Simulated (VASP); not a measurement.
# Mg3CdTe4 (P-4m2) in VASP: settings compared

Aim: see how the results for Mg3CdTe4 move with the level of theory and the settings. Levels: PBE, r2SCAN. Tasks: single point.

Program: VASP 6.6.1. These are calculated values, not measurements. Logs are shortened: lines on timing, memory, paths and dates and some standing lists are left out, and cuts for length are marked.

## Step 1: The cell of the first run

Symmetry: P-4m2, No. 115, tetragonal system. The conventional cell has a = 4.776 Å, b = 4.776 Å, c = 13.471 Å, α = 90.00°, β = 90.00°, γ = 90.00°. Mg (site symmetry 2mm) has 4 Te at 2.91 to 2.92 Å within 3.8 Å. Mg (site symmetry -4m2) has 4 Te at 2.91 Å within 3.8 Å. Within 3.9 Å of Cd (site symmetry -4m2) lie 4 Te at 2.95 Å. Te (site symmetry 2mm) has 4 Mg at 2.91 to 2.92 Å within 3.8 Å. Te (site symmetry 2mm) has 2 Mg at 2.91 Å and 2 Cd at 2.95 Å within 3.8 Å.

## Step 2: Single point, PBE (volume scaled by 1.10, then relaxed in part)

Contents of INCAR:

```
PREC = Accurate
ENCUT = 520
EDIFF = 1E-6
ISMEAR = 0
SIGMA = 0.02
LREAL = False
LASPH = True
NELM = 80
ALGO = Normal
ISIF = 2
LWAVE = False
LCHARG = False
GGA = PE
NBANDS = 31
```

Contents of KPOINTS:

```
Automatic mesh
0
Gamma
  6 6 2
```

Contents of POSCAR:

```
Mg3CdTe4
1.0
    4.7758111300      0.0000000000      0.0000000000
    0.0000000000      4.7758111300      0.0000000000
    0.0000000000      0.0000000000     13.4707585005
Mg Cd Te
3 1 4
Direct
    0.5000000000      0.5000000000      0.2517735801
    0.0000000000      0.0000000000      0.5000000000
    0.5000000000      0.5000000000      0.7482264199
    0.0000000000      0.0000000000      0.0000000000
    0.5000000000      0.0000000000      0.3758934056
    0.0000000000      0.5000000000      0.6241065944
    0.5000000000      0.0000000000      0.8716258826
    0.0000000000      0.5000000000      0.1283741174
```

Potentials or basis: VASP PAW PBE potentials, release 64 (Mg, Cd, Te).

Command:

```console
> cat potpaw_PBE.64/Mg/POTCAR potpaw_PBE.64/Cd/POTCAR potpaw_PBE.64/Te/POTCAR > POTCAR
> mpirun -np 1 vasp_std > vasp.out
```

OUTCAR:

```text
PREC = Accurate
   ENCUT = 520
   EDIFF = 1E-6
   ISMEAR = 0
   LREAL = False
   LASPH = True
   NELM = 80
   ISIF = 2
   GGA = PE

 ion  position               nearest neighbor table
   1  0.500  0.500  0.252-   8 2.91   8 2.91   5 2.92   5 2.92
   2  0.000  0.000  0.500-   5 2.91   6 2.91   6 2.91   5 2.91
   3  0.500  0.500  0.748-   7 2.91   7 2.91   6 2.92   6 2.92
   4  0.000  0.000  0.000-   7 2.95   8 2.95   8 2.95   7 2.95
   5  0.500  0.000  0.376-   2 2.91   2 2.91   1 2.92   1 2.92
   6  0.000  0.500  0.624-   2 2.91   2 2.91   3 2.92   3 2.92
   7  0.500  0.000  0.872-   3 2.91   3 2.91   4 2.95   4 2.95
   8  0.000  0.500  0.128-   1 2.91   1 2.91   4 2.95   4 2.95

  LATTYP: Found a simple tetragonal cell.
 ALAT       =     4.7758111300
 C/A-ratio  =     2.8206221171

  Lattice vectors:

 A1 = (   4.7758111300,   0.0000000000,   0.0000000000)
 A2 = (   0.0000000000,   4.7758111300,   0.0000000000)
 A3 = (   0.0000000000,   0.0000000000,  13.4707585005)

Analysis of symmetry for initial positions (statically):
=====================================================================
 Subroutine PRICEL returns:
 Original cell was already a primitive cell.

 Routine SETGRP: Setting up the symmetry group for a
 simple tetragonal supercell.

 Subroutine GETGRP returns: Found  8 space group operations
 (whereof  8 operations were pure point group operations)
 out of a pool of 16 trial point group operations.

The static configuration has the point symmetry D_2d.

Analysis of symmetry for dynamics (positions and initial velocities):
=====================================================================
 Subroutine PRICEL returns:
 Original cell was already a primitive cell.

 Routine SETGRP: Setting up the symmetry group for a
 simple tetragonal supercell.

 Subroutine GETGRP returns: Found  8 space group operations
 (whereof  8 operations were pure point group operations)
 out of a pool of 16 trial point group operations.

The dynamic configuration has the point symmetry D_2d.

 Subroutine INISYM returns: Found  8 space group operations
 (whereof  8 operations are pure point group operations),
 and found     1 'primitive' translations

----------------------------------------------------------------------------------------

                                     Primitive cell

  volume of cell :     307.2461

  direct lattice vectors                    reciprocal lattice vectors
     4.775811130  0.000000000  0.000000000     0.209388515  0.000000000  0.000000000
     0.000000000  4.775811130  0.000000000     0.000000000  0.209388515  0.000000000
     0.000000000  0.000000000 13.470758501     0.000000000  0.000000000  0.074234870

  length of vectors
     4.775811130  4.775811130 13.470758501     0.209388515  0.209388515  0.074234870

  position of ions in fractional coordinates (direct lattice)
     0.500000000  0.500000000  0.251773580
     0.000000000  0.000000000  0.500000000
     0.500000000  0.500000000  0.748226420
     0.000000000  0.000000000  0.000000000
     0.500000000  0.000000000  0.375893406
     0.000000000  0.500000000  0.624106594
     0.500000000  0.000000000  0.871625883
     0.000000000  0.500000000  0.128374117

  ion indices of the primitive-cell ions
   primitive index   ion index
                 1           1
                 2           2
                 3           3
                 4           4
                 5           5
                 6           6
                 7           7
                 8           8

----------------------------------------------------------------------------------------

 KPOINTS: Automatic mesh

Automatic generation of k-mesh.
 Grid dimensions read from file:
 generate k-points for:    6    6    2

 Generating k-lattice:

  Cartesian coordinates                     Fractional coordinates (reciprocal lattice)
     0.034898086  0.000000000  0.000000000     0.166666667  0.000000000  0.000000000
     0.000000000  0.034898086  0.000000000     0.000000000  0.166666667  0.000000000
     0.000000000  0.000000000  0.037117435     0.000000000  0.000000000  0.500000000

  Length of vectors
     0.034898086  0.034898086  0.037117435

  Shift w.r.t. Gamma in fractional coordinates (k-lattice)
     0.000000000  0.000000000  0.000000000

 Subroutine IBZKPT returns following result:
 ===========================================

 Found     20 irreducible k-points:

 Following reciprocal coordinates:
            Coordinates               Weight
  0.000000  0.000000  0.000000      1.000000
  0.166667  0.000000  0.000000      4.000000
  0.333333  0.000000  0.000000      4.000000
  0.500000  0.000000  0.000000      2.000000
  0.166667  0.166667  0.000000      4.000000
  0.333333  0.166667  0.000000      8.000000
[... 12 lines left out ...]
  0.500000  0.333333  0.500000      4.000000
  0.500000  0.500000  0.500000      1.000000
   k-points           NKPTS =     20   k-points in BZ     NKDIM =     20   number of bands    NBANDS=     31
   number of dos      NEDOS =    301   number of ions     NIONS =      8
   total plane-waves  NPLWV = 129600
   dimension x,y,z NGX =    36 NGY =   36 NGZ =  100
   dimension x,y,z NGXF=    72 NGYF=   72 NGZF=  200
   ions per type =               3   1   4
   NGX,Y,Z   is equivalent  to a cutoff of  12.53, 12.53, 12.34 a.u.
   NGXF,Y,Z  is equivalent  to a cutoff of  25.06, 25.06, 24.68 a.u.
 SYSTEM =  unknown system
   PREC   = accura    normal or accurate (medium, high low for compatibility)
   ISTART =      0    job   : 0-new  1-cont  2-samecut
   ICHARG =      2    charge: 1-file 2-atom 10-const
   ISPIN  =      1    spin polarized calculation?
   LNONCOLLINEAR =      F non collinear calculations
   LSORBIT =      F    spin-orbit coupling
   LASPH  =      T    aspherical Exc in radial PAW
   ENCUT  =  520.0 eV  38.22 Ry    6.18 a.u.   8.88  8.88 25.05*2*pi/ulx,y,z
   NELM   =     80;   NELMIN=  2; NELMDL= -5     # of ELM steps
   EDIFF  = 0.1E-05   stopping-criterion for ELM
   LREAL  =      F    real-space projection
   EDIFFG = 0.1E-04   stopping-criterion for IOM
   NSW    =      0    number of steps for IOM
   IBRION =     -1    ionic relax: 0-MD 1-quasi-New 2-CG
   NFREE  =      0    steps in history (QN), initial steepest desc. (CG)
   ISIF   =      2    stress and relaxation
   ISYM   =      2    0-nonsym 1-usesym 2-fastsym
   POTIM  = 0.5000    time-step for ionic-motion
   TEBEG  =    0.0;   TEEND  =   0.0 temperature during run
   PSTRESS=    0.0 pullay stress
   NELECT =      42.0000    total number of electrons
   NUPDOWN=      -1.0000    fix difference up-down
   EMIN   =  10.00;   EMAX   =-10.00  energy-range for DOS
   EFERMI =   0.00;   METHOD = LEGACY
   ISMEAR =     0;   SIGMA  =   0.02  broadening in eV -4-tet -1-fermi 0-gaus
   EFERMI_NEDOS =   21; number of points for ismear=-14 and -15
   IALGO  =     38    algorithm
   IMIX   =      4    mixing-type and parameters
     AMIX     =   0.40;   BMIX     =  1.00
     AMIX_MAG =   1.60;   BMIX_MAG =  1.00
  volume/ion in A,a.u.               =      38.41       259.17
  Fermi-wavevector in a.u.,A,eV,Ry     =   0.843327  1.593656  9.676461  0.711200
  Thomas-Fermi vector in A             =   1.958176
   LORBIT       =      0    0 simple, 1 ext, 2 COOP (PROOUT), +10 PAW based schemes
   GGA     = PE    functional components
   LHFCALC =     F    Hartree Fock is set to
   AEXX    =    0.0000 exact exchange contribution
   IVDW    =     0    specifies the selected vdW correction
   LEPSILON=     F    determine dielectric tensor
   LRPA    =     F    only Hartree local field effects (RPA)
 non-spin polarized calculation
 Gauss-broadening in eV      SIGMA  =   0.02
  energy-cutoff  :      520.00
  volume of cell :      307.25
 maximum number of plane-waves:      8328
 NGX is ok and might be reduce to    36
   NGX = 17   NGY = 17   NGZ = 51

 number of electron      42.0000000 magnetization

 Free energy of the ion-electron system (eV)
  ---------------------------------------------------
  ext. energy  EPLUGINS =         0.00000000
  ---------------------------------------------------
  free energy    TOTEN  =       -23.75653870 eV

  energy without entropy =      -23.75653870  energy(sigma->0) =      -23.75653870

 E-fermi :   1.2293     XC(G=0):  -7.5441

 val. band max:        1.1132146277   @ k =   0.0000   0.0000   0.0000
 cond. band min:       2.5378603723   @ k =   0.0000   0.0000   0.0000
 fundamental gap:      1.4246457446
 Fermi energy:         1.2293338830

 k-point     1 :       0.0000    0.0000    0.0000
  band No.  band energies     occupation
      1      -8.8913      2.00000
      2      -8.6856      2.00000
      3      -8.6027      2.00000
      4      -8.3290      2.00000
      5      -6.4357      2.00000
      6      -6.4357      2.00000
[... 23 lines left out ...]
     30       6.2021      0.00000
     31       6.2074      0.00000

 k-point     2 :       0.1667    0.0000    0.0000
  band No.  band energies     occupation
      1      -8.8323      2.00000
      2      -8.6544      2.00000
      3      -8.5674      2.00000
      4      -8.3264      2.00000
      5      -6.4344      2.00000
      6      -6.4160      2.00000
[... 23 lines left out ...]
     30       6.3193      0.00000
     31       6.5412      0.00000

 k-point     3 :       0.3333    0.0000    0.0000
  band No.  band energies     occupation
      1      -8.6946      2.00000
      2      -8.5925      2.00000
      3      -8.4879      2.00000
      4      -8.3415      2.00000
      5      -6.4318      2.00000
      6      -6.3743      2.00000
[... 567 lines left out ...]
     30       7.5402      0.00000
     31       7.5600      0.00000

 k-point    20 :       0.5000    0.5000    0.5000
  band No.  band energies     occupation
      1      -8.4746      2.00000
      2      -8.4746      2.00000
      3      -8.2553      2.00000
      4      -8.2553      2.00000
      5      -6.3785      2.00000
      6      -6.3544      2.00000
[... 23 lines left out ...]
     30       8.3067      0.00000
     31       8.3072      0.00000

------------------------ aborting loop because EDIFF is reached ----------------------------------------

  FORCE on cell =-STRESS in cart. coord.  units (eV):
  Direction    XX          YY          ZZ          XY          YZ          ZX
  --------------------------------------------------------------------------------------
  -------------------------------------------------------------------------------------
  Total       -5.1090473     -5.1090473     -5.0933403      0.0000000      0.0000000      0.0000000
  in kB      -26.6418372    -26.6418372    -26.5599308      0.0000000      0.0000000      0.0000000
  external PRESSURE =     -26.6145351 kB  Pullay stress =       0.0000000 kB

 VOLUME and BASIS-vectors are now :
 -----------------------------------------------------------------------------
  energy-cutoff  :      520.00
  volume of cell :      307.25
      direct lattice vectors                 reciprocal lattice vectors
     4.775811130  0.000000000  0.000000000     0.209388515  0.000000000  0.000000000
     0.000000000  4.775811130  0.000000000     0.000000000  0.209388515  0.000000000
     0.000000000  0.000000000 13.470758501     0.000000000  0.000000000  0.074234870

 POSITION                                       TOTAL-FORCE (eV/Angst)
 -----------------------------------------------------------------------------------
      2.38791      2.38791      3.39158         0.000000     -0.000000     -0.000259
      0.00000      0.00000      6.73538         0.000000      0.000000      0.000000
      2.38791      2.38791     10.07918         0.000000      0.000000      0.000259
      0.00000      0.00000      0.00000         0.000000      0.000000      0.000000
      2.38791      0.00000      5.06357         0.000000      0.000000      0.000132
      0.00000      2.38791      8.40719         0.000000     -0.000000     -0.000132
      2.38791      0.00000     11.74146         0.000000      0.000000     -0.015238
      0.00000      2.38791      1.72930        -0.000000     -0.000000      0.015238
 -----------------------------------------------------------------------------------
    total drift:                               -0.000000     -0.000000     -0.000000

  FREE ENERGIE OF THE ION-ELECTRON SYSTEM (eV)
  ---------------------------------------------------
  free  energy   TOTEN  =       -23.7565387047 eV

  energy  without entropy=      -23.7565387047  energy(sigma->0) =      -23.75653870
```

It took 4.9 min on 1 thread of AMD EPYC 7R43 (Zen 3), shared host; peak memory 0.43 GiB.

Results:

```yaml
Free_energy: -23.7565 eV
Pressure: -2.7 GPa
Largest_force: 0.015 eV/Å
Band_gap_on_the_k_mesh: 1.42 eV, direct
```

Forces in eV/Å, atoms in the order of the input:
```
Mg   0.000  0.000  0.000
Mg   0.000  0.000  0.000
Mg   0.000  0.000  0.000
Cd   0.000  0.000  0.000
Te   0.000  0.000  0.000
Te   0.000  0.000  0.000
Te   0.000  0.000 -0.015
Te   0.000  0.000  0.015
```

Levels at points of the mesh, in eV from the valence-band top:
| k point | band 17 | band 18 | band 19 | band 20 | band 21 | band 22 | band 23 | band 24 | band 25 | band 26 |
| --- | --- | --- | --- | --- | --- | --- | --- | --- | --- | --- |
| (0.00, 0.00, 0.00) | -0.61 | -0.61 | -0.03 | 0.00 | 0.00 | 1.42 | 2.95 | 3.13 | 3.42 | 3.57 |
| (0.50, 0.00, 0.00) | -0.53 | -0.50 | -0.47 | -0.40 | -0.28 | 2.23 | 2.79 | 3.62 | 3.82 | 5.25 |
| (0.50, 0.50, 0.00) | -1.34 | -1.14 | -1.12 | -1.12 | -1.11 | 2.84 | 2.94 | 2.94 | 3.48 | 4.56 |
| (0.00, 0.00, 0.50) | -0.71 | -0.34 | -0.34 | -0.12 | -0.12 | 2.13 | 2.63 | 3.11 | 3.29 | 3.39 |
| (0.50, 0.00, 0.50) | -0.81 | -0.53 | -0.53 | -0.50 | -0.28 | 2.54 | 3.28 | 3.29 | 3.33 | 5.02 |
| (0.50, 0.50, 0.50) | -1.31 | -1.24 | -1.24 | -1.23 | -1.23 | 3.18 | 3.42 | 3.42 | 3.62 | 3.62 |

Caveat: the cell differs from its parent crystal (volume scaled by 1.10, then relaxed in part); spin-orbit coupling is left out, which moves the levels of the heavy elements.

## Step 3: Single point, r2SCAN

This run uses another cell than the first one, of 34.91 Å³/atom, 0.909 times its volume.

Contents of POSCAR:

```
Mg3CdTe4
1.0
    4.6317990000      0.0000000000      0.0000000000
    0.0000000000      4.6317990000      0.0000000000
    0.0000000000      0.0000000000     13.0194981000
Mg Cd Te
3 1 4
Direct
    0.5000000000      0.5000000000      0.2521660000
    0.0000000000      0.0000000000      0.5000000000
    0.5000000000      0.5000000000      0.7478340000
    0.0000000000      0.0000000000      0.0000000000
    0.5000000000      0.0000000000      0.3760710000
    0.0000000000      0.5000000000      0.6239290000
    0.5000000000      0.0000000000      0.8709410000
    0.0000000000      0.5000000000      0.1290590000
```

Contents of INCAR.step1:

```
ALGO = Normal ; EDIFF = 1E-4
ENCUT = 520 ; GGA = PE
ISMEAR = 0 ; LASPH = T
LCHARG = F ; LREAL = F
LWAVE = T ; NBANDS = 31
NELM = 80 ; PREC = Accurate
SIGMA = 0.02
```

Contents of INCAR.step2:

```
ALGO = Normal ; EDIFF = 1E-6
ENCUT = 520 ; ISIF = 2
ISMEAR = 0 ; ISTART = 1
LASPH = T ; LCHARG = F
LMIXTAU = T ; LREAL = F
LWAVE = F ; METAGGA = R2SCAN
NBANDS = 31 ; NELM = 80
PREC = Accurate ; SIGMA = 0.02
```

Contents of KPOINTS:

```
k-points
0
Gamma
  6 6 2
```

Potentials or basis: VASP PAW PBE potentials, release 64 (Mg, Cd, Te).

Command:

```console
> cat potpaw_PBE.64/Mg/POTCAR potpaw_PBE.64/Cd/POTCAR potpaw_PBE.64/Te/POTCAR > POTCAR
> cp INCAR.step1 INCAR
> mpirun -np 1 vasp_std > vasp.out
> cp INCAR.step2 INCAR
> mpirun -np 1 vasp_std > vasp.out
```

Wall time 21 min (1 thread of AMD EPYC 7R43 (Zen 3), shared host); peak memory 0.43 GiB.

Results (log left out):

```
Free energy            : -141.6539 eV
Pressure               : -0.9 GPa
Largest force          : 0.005 eV/Å
Band gap on the k mesh : 2.35 eV, direct
```

Forces in eV/Å, atoms in the order of the input:
```
Mg   0.000  0.000 -0.005
Mg   0.000  0.000  0.000
Mg   0.000  0.000  0.005
Cd   0.000  0.000  0.000
Te   0.000  0.000 -0.001
Te   0.000  0.000  0.001
Te   0.000  0.000  0.005
Te   0.000  0.000 -0.005
```

Levels at points of the mesh, in eV from the valence-band top:
```
           k point  band 18  band 19  band 20  band 21  band 22  band 23  band 24  band 25
(0.00, 0.00, 0.00)    -0.74    -0.03     0.00     0.00     2.35     3.16     3.69     4.15
(0.50, 0.00, 0.00)    -0.60    -0.55    -0.47    -0.32     2.91     3.57     4.42     4.57
(0.50, 0.50, 0.00)    -1.35    -1.33    -1.33    -1.31     3.15     3.15     3.31     4.03
(0.00, 0.00, 0.50)    -0.43    -0.43    -0.13    -0.13     2.93     3.41     3.48     3.72
(0.50, 0.00, 0.50)    -0.65    -0.65    -0.60    -0.32     3.23     4.10     4.11     4.15
(0.50, 0.50, 0.50)    -1.48    -1.48    -1.46    -1.46     3.71     3.71     3.73     3.91
```

Caveat: the PAW data sets were made with another functional, which shifts forces and pressure a little; spin-orbit coupling is left out, which moves the levels of the heavy elements. r2SCAN opens gaps a little over a GGA but as a rule still falls short of measured ones.
